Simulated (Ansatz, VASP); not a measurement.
## Two plane-wave programs on BaZrO3

Contents of INCAR:

```
SYSTEM = BaZrO3
PREC = Accurate ; ENCUT = 910
EDIFF = 1E-6 ; ISMEAR = 0
SIGMA = 0.02 ; LREAL = .FALSE.
LASPH = .TRUE. ; NELM = 120
ALGO = Normal ; ISIF = 2
LWAVE = .FALSE. ; LCHARG = .FALSE.
GGA = PE ; NBANDS = 28
GGA_COMPAT = .FALSE.
```

KPOINTS

```
Automatic mesh
0
G
  6 6 6
  0 0 0
```

The input POSCAR:

```
BaZrO3
1.0
    4.0963408803      0.0000000000      0.0000000000
    0.0000000000      4.0963408803      0.0000000000
    0.0000000000      0.0000000000      4.0963408803
Ba Zr O
1 1 3
Direct
    0.0000000000      0.0000000000      0.0000000000
    0.5000000000      0.5000000000      0.5000000000
    0.0000000000      0.5000000000      0.5000000000
    0.5000000000      0.0000000000      0.5000000000
    0.5000000000      0.5000000000      0.0000000000
```

Input for Ansatz:

```yaml
crystal:
  lattice:
    - [4.0963408803, 0.0, 0.0]
    - [0.0, 4.0963408803, 0.0]
    - [0.0, 0.0, 4.0963408803]
  atoms:
    - { symbol: Ba, position: [0.0, 0.0, 0.0] }
    - { symbol: Zr, position: [0.5, 0.5, 0.5] }
    - { symbol: O, position: [0.0, 0.5, 0.5] }
    - { symbol: O, position: [0.5, 0.0, 0.5] }
    - { symbol: O, position: [0.5, 0.5, 0.0] }
basis:
  ecutwfc: 420
kpoints:
  mp_grid: { grid: [6, 6, 6] }
hamiltonian:
  xc: pbe
scf:
  occupations: { method: gaussian, width: 0.02 }
output:
  forces: true
  stress: true
  eigenvalues: true
  write_density: true
  write_potential: true
  elf: true
  volumetric_format: npy
```

Alike in both runs: task single point; functional PBE; k mesh 6 × 6 × 6; occupations gaussian, width 0.02 eV; no spin polarisation.

|  | VASP | Ansatz |
| --- | --- | --- |
| version | VASP 6.6.1 | Ansatz 0.2.0 |
| potentials or method | VASP PAW PBE potentials, release 64 (Ba_sv, Zr_sv, O_h), cutoff 910 eV | scalar-relativistic, plane waves, PAW |
| valence electrons in the cell | 40 | 40 |

```csv
,VASP,Ansatz,Ansatz less VASP
gap on the k mesh at the Fermi level (eV),3.34,3.39,+0.056
least direct gap on the mesh (eV),3.46,3.49,+0.026
```

Neither program's run includes spin-orbit coupling. Noted on VASP's run: the cutoff is under 1.25 times that of the potentials, so the pressure is a little rough.
